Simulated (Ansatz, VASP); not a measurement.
**In: VASP beside Ansatz**

INCAR

```
ALGO = Normal ; EDIFF = 1E-7
ENCUT = 520 ; GGA = PS
ISIF = 2 ; ISMEAR = -1
LASPH = True ; LCHARG = False
LREAL = False ; LWAVE = False
NBANDS = 12 ; NELM = 100
PREC = Accurate ; SIGMA = 0.1
```

Contents of KPOINTS:

```
k-points
0
Gamma
  16 16 16
```

POSCAR

```
In
1.0
   -1.4271737728      1.4271737728      1.4271737728
    1.4271737728     -1.4271737728      1.4271737728
    1.4271737728      1.4271737728     -1.4271737728
In
1
Direct
    0.0000000000      0.0000000000      0.0000000000
```

Input for Ansatz:

```yaml
crystal:
  lattice:
    - [-1.4271737728, 1.4271737728, 1.4271737728]
    - [1.4271737728, -1.4271737728, 1.4271737728]
    - [1.4271737728, 1.4271737728, -1.4271737728]
  atoms:
    - { symbol: In, position: [0.0, 0.0, 0.0] }
kpoints:
  mp_grid: { grid: [16, 16, 16] }
scf:
  occupations: { method: fermi_dirac, width: 0.1 }
hamiltonian:
  xc: pbesol
  pseudopotentials: { kind: all_electron, lapw: { basis_error: 0.001 } }
output:
  forces: true
  stress: true
  eigenvalues: true
  populations: true
```

Change from the starting cell: volume scaled by 0.45, LAPW.

Alike in both runs: task single point; functional PBEsol; k mesh 16 × 16 × 16; occupations fermi-dirac, width 0.1 eV; no spin polarisation.

```csv
,VASP,Ansatz
version,VASP 6.6.1,Ansatz 0.2.0
potentials or method,"VASP PAW PBE potentials, release 64 (In_d), cutoff 520 eV","all-electron LAPW, scalar-relativistic"
```

```tsv
	VASP	Ansatz	Ansatz less VASP
pressure (GPa)	268.4	266.7	-1.75
```

VASP's potentials were made for PBE, not for PBEsol. Both programs put the cell under a high pressure, so it lies far from rest at this level. Ansatz ran all-electron here, and VASP with PAW potentials.

Noted on VASP's run: the cell as given lies far from equilibrium.
